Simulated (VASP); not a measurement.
# Ba (Cmmm) in VASP: single point with PBE+D3(BJ)

Aim: the single point of Ba with PBE+D3(BJ).

Everything below comes from runs of VASP 6.6.1. Logs are shortened: lines on timing, memory, paths and dates and some standing lists are left out, and cuts for length are marked.

### Step 1. The cell of the first run

It takes space group Cmmm (No. 65, orthorhombic). The conventional cell has a = 3.910 Å, b = 7.300 Å, c = 5.700 Å, α = 90.00°, β = 90.00°, γ = 90.00°. Ba (site symmetry mmm) has 6 Ba at 3.91 to 4.14 Å within 5.1 Å.

### Step 2. Single point, PBE+D3(BJ)

INCAR reads:

```
SYSTEM = Ba
PREC = Accurate ; ENCUT = 520
EDIFF = 1E-6 ; ISMEAR = 0
SIGMA = 0.1 ; LREAL = Auto
LASPH = .True. ; NELM = 100
ALGO = Normal ; ISIF = 2
LWAVE = .False. ; LCHARG = .False.
GGA = PE ; IVDW = 12
ISYM = 0 ; NBANDS = 105
```

KPOINTS reads:

```
Automatic mesh
0
Gamma
  2 2 2
  0.5 0.5 0.5
```

POSCAR reads:

```
Ba
1.0
  -11.7300000000      0.0000000000      0.0000000000
   -3.9100000000      0.0000000000     11.4000000000
   -5.8650000000     10.9500000000      0.0000000000
Ba
18
Direct
    0.8333333333      0.5000000000      0.6666666667
    0.8333333333      0.5000000000      0.3333333333
    0.6666666667      0.0000000000      0.6666666667
    0.5000000000      0.5000000000      0.6666666667
    0.8333333333      0.5000000000      0.0000000000
    0.6666666667      0.0000000000      0.3333333333
    0.5000000000      0.5000000000      0.3333333333
    0.3333333333      0.0000000000      0.6666666667
    0.1666666667      0.5000000000      0.6666666667
    0.6666666667      0.0000000000      0.0000000000
    0.5000000000      0.5000000000      0.0000000000
    0.3333333333      0.0000000000      0.3333333333
    0.1666666667      0.5000000000      0.3333333333
    0.0000000000      0.0000000000      0.6666666667
    0.3333333333      0.0000000000      0.0000000000
    0.1666666667      0.5000000000      0.0000000000
    0.0000000000      0.0000000000      0.3333333333
    0.0000000000      0.0000000000      0.0000000000
```

Potentials or basis: VASP PAW PBE potentials, release 64 (Ba_sv).

Launch:

```sh
$ cat potpaw_PBE.64/Ba_sv/POTCAR > POTCAR
$ mpirun -np 1 vasp_std > vasp.out
```

OUTCAR:

```text
SYSTEM = Ba
   PREC = Accurate
   ENCUT = 520
   EDIFF = 1E-6
   ISMEAR = 0
   LREAL = Auto
   LASPH = .True.
   NELM = 100
   ISIF = 2
   GGA = PE
   IVDW = 12
   ISYM = 0
 IVDW          = 12

 ion  position               nearest neighbor table
   1  0.833  0.500  0.667-   4 3.91   9 3.91   5 4.14  11 4.14   2 4.14  13 4.14
   2  0.833  0.500  0.333-   7 3.91  13 3.91   5 4.14  16 4.14   4 4.14   1 4.14
   3  0.667  0.000  0.667-  14 3.91   8 3.91  10 4.14  15 4.14  17 4.14   6 4.14
   4  0.500  0.500  0.667-   1 3.91   9 3.91  11 4.14  16 4.14   2 4.14   7 4.14
   5  0.833  0.500  0.000-  11 3.91  16 3.91   7 4.14   1 4.14   2 4.14   9 4.14
   6  0.667  0.000  0.333-  17 3.91  12 3.91  10 4.14  18 4.14   3 4.14   8 4.14
[... 10 lines left out ...]
  17  0.000  0.000  0.333-   6 3.91  12 3.91  15 4.14  18 4.14   3 4.14  14 4.14
  18  0.000  0.000  0.000-  10 3.91  15 3.91   6 4.14  14 4.14   8 4.14  17 4.14

IMPORTANT INFORMATION: All symmetrisations will be switched off!
NOSYMM: (Re-)initialisation of all symmetry stuff for point group C_1.

----------------------------------------------------------------------------------------

                                     Primitive cell

  volume of cell :    1464.2559

  direct lattice vectors                    reciprocal lattice vectors
   -11.730000000  0.000000000  0.000000000    -0.085251492 -0.045662100 -0.029239766
    -3.910000000  0.000000000 11.400000000     0.000000000  0.000000000  0.087719298
    -5.865000000 10.950000000  0.000000000     0.000000000  0.091324201  0.000000000

  length of vectors
    11.730000000 12.051891968 12.421784292     0.101033698  0.087719298  0.091324201

  position of ions in fractional coordinates (direct lattice)
     0.833333333  0.500000000  0.666666667
     0.833333333  0.500000000  0.333333333
     0.666666667  0.000000000  0.666666667
     0.500000000  0.500000000  0.666666667
     0.833333333  0.500000000  0.000000000
     0.666666667  0.000000000  0.333333333
[... 10 lines left out ...]
     0.000000000  0.000000000  0.333333333
     0.000000000  0.000000000  0.000000000

  ion indices of the primitive-cell ions
   primitive index   ion index
                 1           1
                 2           2
                 3           3
                 4           4
                 5           5
                 6           6
[... 10 lines left out ...]
                17          17
                18          18

----------------------------------------------------------------------------------------

 KPOINTS: Automatic mesh

Automatic generation of k-mesh.
 Grid dimensions read from file:
 generate k-points for:    2    2    2

 Generating k-lattice:

  Cartesian coordinates                     Fractional coordinates (reciprocal lattice)
    -0.042625746 -0.022831050 -0.014619883     0.500000000  0.000000000  0.000000000
     0.000000000  0.000000000  0.043859649     0.000000000  0.500000000  0.000000000
     0.000000000  0.045662100  0.000000000     0.000000000  0.000000000  0.500000000

  Length of vectors
     0.050516849  0.043859649  0.045662100

  Shift w.r.t. Gamma in fractional coordinates (k-lattice)
     0.500000000  0.500000000  0.500000000

 Subroutine IBZKPT returns following result:
 ===========================================

 Found      8 irreducible k-points:

 Following reciprocal coordinates:
            Coordinates               Weight
  0.250000  0.250000  0.250000      2.000000
 -0.250000 -0.250000  0.000000      2.000000
 -0.250000  0.250000  0.250000      2.000000
  0.250000 -0.250000  0.500000      2.000000
  0.250000 -0.250000  0.250000      2.000000
 -0.250000  0.250000  0.000000      2.000000
 -0.250000 -0.250000  0.250000      2.000000
  0.250000  0.250000  0.500000      2.000000
   k-points           NKPTS =      8   k-points in BZ     NKDIM =      8   number of bands    NBANDS=    105
   number of dos      NEDOS =    301   number of ions     NIONS =     18
   total plane-waves  NPLWV = 777600
   dimension x,y,z NGX =    90 NGY =   90 NGZ =   96
   dimension x,y,z NGXF=   180 NGYF=  180 NGZF=  192
   ions per type =              18
   NGX,Y,Z   is equivalent  to a cutoff of  12.76, 12.41, 12.85 a.u.
   NGXF,Y,Z  is equivalent  to a cutoff of  25.51, 24.83, 25.70 a.u.
 SYSTEM =  Ba
   PREC   = accura    normal or accurate (medium, high low for compatibility)
   ISTART =      0    job   : 0-new  1-cont  2-samecut
   ICHARG =      2    charge: 1-file 2-atom 10-const
   ISPIN  =      1    spin polarized calculation?
   LNONCOLLINEAR =      F non collinear calculations
   LSORBIT =      F    spin-orbit coupling
   LASPH  =      T    aspherical Exc in radial PAW
   ENCUT  =  520.0 eV  38.22 Ry    6.18 a.u.  21.81 22.41 23.10*2*pi/ulx,y,z
   NELM   =    100;   NELMIN=  2; NELMDL= -5     # of ELM steps
   EDIFF  = 0.1E-05   stopping-criterion for ELM
   LREAL  =      T    real-space projection
   EDIFFG = 0.1E-04   stopping-criterion for IOM
   NSW    =      0    number of steps for IOM
   IBRION =     -1    ionic relax: 0-MD 1-quasi-New 2-CG
   NFREE  =      0    steps in history (QN), initial steepest desc. (CG)
   ISIF   =      2    stress and relaxation
   ISYM   =      0    0-nonsym 1-usesym 2-fastsym
   POTIM  = 0.5000    time-step for ionic-motion
   TEBEG  =    0.0;   TEEND  =   0.0 temperature during run
   PSTRESS=    0.0 pullay stress
   NELECT =     180.0000    total number of electrons
   NUPDOWN=      -1.0000    fix difference up-down
   EMIN   =  10.00;   EMAX   =-10.00  energy-range for DOS
   EFERMI =   0.00;   METHOD = LEGACY
   ISMEAR =     0;   SIGMA  =   0.10  broadening in eV -4-tet -1-fermi 0-gaus
   EFERMI_NEDOS =   21; number of points for ismear=-14 and -15
   IALGO  =     38    algorithm
   IMIX   =      4    mixing-type and parameters
     AMIX     =   0.40;   BMIX     =  1.00
     AMIX_MAG =   1.60;   BMIX_MAG =  1.00
  volume/ion in A,a.u.               =      81.35       548.96
  Fermi-wavevector in a.u.,A,eV,Ry     =   0.814004  1.538245  9.015260  0.662603
  Thomas-Fermi vector in A             =   1.923832
   LORBIT       =      0    0 simple, 1 ext, 2 COOP (PROOUT), +10 PAW based schemes
   GGA     = PE    functional components
   LHFCALC =     F    Hartree Fock is set to
   AEXX    =    0.0000 exact exchange contribution
   IVDW    =    12    specifies the selected vdW correction
   LEPSILON=     F    determine dielectric tensor
   LRPA    =     F    only Hartree local field effects (RPA)
 non-spin polarized calculation
 Gauss-broadening in eV      SIGMA  =   0.10
  energy-cutoff  :      520.00
  volume of cell :     1464.26
 maximum number of plane-waves:     39434
 NGX is ok and might be reduce to    90
   NGX = 43   NGY = 45   NGZ = 47

 number of electron     179.9999988 magnetization

 Free energy of the ion-electron system (eV)
  ---------------------------------------------------
  ext. energy  EPLUGINS =         0.00000000
  ---------------------------------------------------
  free energy    TOTEN  =       -23.99775112 eV

  energy without entropy =      -23.73874308  energy(sigma->0) =      -23.86824710

 E-fermi :   0.7175     XC(G=0):  -6.4461

 val. band max:        0.7034102638   @ k =   0.2500  -0.2500   0.5000
 cond. band min:       0.7177407596   @ k =   0.2500  -0.2500   0.5000
 fundamental gap:      0.0143304959
 Fermi energy:         0.7175187736

 k-point     1 :       0.2500    0.2500    0.2500
  band No.  band energies     occupation
      1     -28.3918      2.00000
      2     -28.3915      2.00000
      3     -28.3517      2.00000
      4     -28.3513      2.00000
      5     -28.3486      2.00000
      6     -28.3486      2.00000
[... 94 lines left out ...]
    101       1.2115      0.00000
    102       1.2116      0.00000

 k-point     2 :      -0.2500   -0.2500    0.0000
  band No.  band energies     occupation
      1     -28.3918      2.00000
      2     -28.3915      2.00000
      3     -28.3517      2.00000
      4     -28.3513      2.00000
      5     -28.3486      2.00000
      6     -28.3486      2.00000
[... 94 lines left out ...]
    101       1.2115      0.00000
    102       1.2117      0.00000

 k-point     3 :      -0.2500    0.2500    0.2500
  band No.  band energies     occupation
      1     -28.3833      2.00000
      2     -28.3831      2.00000
      3     -28.3686      2.00000
      4     -28.3685      2.00000
      5     -28.3550      2.00000
      6     -28.3547      2.00000
[... 94 lines left out ...]
    101       1.1282      0.00000
    102       1.1519      0.00000

 k-point     4 :       0.2500   -0.2500    0.5000
  band No.  band energies     occupation
      1     -28.3833      2.00000
      2     -28.3831      2.00000
      3     -28.3686      2.00000
      4     -28.3685      2.00000
      5     -28.3550      2.00000
      6     -28.3547      2.00000
[... 94 lines left out ...]
    101       1.1285      0.00000
    102       1.1519      0.00000

 k-point     5 :       0.2500   -0.2500    0.2500
  band No.  band energies     occupation
      1     -28.3918      2.00000
      2     -28.3916      2.00000
      3     -28.3516      2.00000
      4     -28.3514      2.00000
      5     -28.3488      2.00000
      6     -28.3484      2.00000
[... 94 lines left out ...]
    101       1.1085      0.00000
    102       1.1702      0.00000

 k-point     6 :      -0.2500    0.2500    0.0000
  band No.  band energies     occupation
      1     -28.3918      2.00000
      2     -28.3916      2.00000
      3     -28.3516      2.00000
      4     -28.3514      2.00000
      5     -28.3488      2.00000
      6     -28.3484      2.00000
[... 94 lines left out ...]
    101       1.1085      0.00000
    102       1.1702      0.00000

 k-point     7 :      -0.2500   -0.2500    0.2500
  band No.  band energies     occupation
      1     -28.3834      2.00000
      2     -28.3831      2.00000
      3     -28.3687      2.00000
      4     -28.3684      2.00000
      5     -28.3549      2.00000
      6     -28.3548      2.00000
[... 94 lines left out ...]
    101       1.1883      0.00000
    102       1.1967      0.00000

 k-point     8 :       0.2500    0.2500    0.5000
  band No.  band energies     occupation
      1     -28.3834      2.00000
      2     -28.3831      2.00000
      3     -28.3687      2.00000
      4     -28.3684      2.00000
      5     -28.3549      2.00000
      6     -28.3548      2.00000
[... 94 lines left out ...]
    101       1.1877      0.00000
    102       1.1966      0.00000
 [bands above 102 left out]

------------------------ aborting loop because EDIFF is reached ----------------------------------------

 Edisp (eV)   -2.66979

 E8    (eV) :    -1.5254

  FORCE on cell =-STRESS in cart. coord.  units (eV):
  Direction    XX          YY          ZZ          XY          YZ          ZX
  --------------------------------------------------------------------------------------
  -------------------------------------------------------------------------------------
  Total      21.30451     7.29711   -23.02287     0.00257    -0.00208    -0.00831
  in kB      23.31123     7.98444   -25.19144     0.00282    -0.00227    -0.00909
  external pressure =        2.03 kB  Pullay stress =        0.00 kB

 VOLUME and BASIS-vectors are now :
 -----------------------------------------------------------------------------
  energy-cutoff  :      520.00
  volume of cell :     1464.26
      direct lattice vectors                 reciprocal lattice vectors
   -11.730000000  0.000000000  0.000000000    -0.085251492 -0.045662100 -0.029239766
    -3.910000000  0.000000000 11.400000000     0.000000000  0.000000000  0.087719298
    -5.865000000 10.950000000  0.000000000     0.000000000  0.091324201  0.000000000

 POSITION                                       TOTAL-FORCE (eV/Angst)
 -----------------------------------------------------------------------------------
    -15.64000      7.30000      5.70000        -0.000045      0.000122      0.000033
    -13.68500      3.65000      5.70000         0.000019      0.000046      0.000025
    -11.73000      7.30000      0.00000        -0.000022      0.000116     -0.000102
    -11.73000      7.30000      5.70000         0.000115      0.000130      0.000096
    -11.73000      0.00000      5.70000         0.000038     -0.000245      0.000004
     -9.77500      3.65000      0.00000        -0.000199      0.000214      0.000017
[... 10 lines left out ...]
     -1.95500      3.65000      0.00000         0.000111      0.000085     -0.000080
      0.00000      0.00000      0.00000         0.000047     -0.000136     -0.000096
 -----------------------------------------------------------------------------------
    total drift:                               -0.000118     -0.000085      0.000768

  FREE ENERGIE OF THE ION-ELECTRON SYSTEM (eV)
  ---------------------------------------------------
  free  energy   TOTEN  =       -26.6675449441 eV

  energy  without entropy=      -26.4085369030  energy(sigma->0) =      -26.53804092
```

Wall time 36 min (1 thread of Intel Xeon Platinum 8488C (Sapphire Rapids), shared host); peak memory 1.7 GiB.

What came out:

```
Free energy                : -26.6675 eV
Pressure                   : 0.2 GPa
Band gap on the k mesh     : zero (bands 90 and 91 overlap by 0.05 eV)
Dispersion energy per atom : -0.148 eV
```

Levels at points of the mesh, in eV from the Fermi level:
```tsv
k point	band 88	band 89	band 90	band 91	band 92	band 93
(0.25, 0.25, 0.25)	-0.09	-0.08	-0.06	-0.02	0.09	0.29
```

Caveat: spin-orbit coupling is left out, which moves the levels of the heavy elements.
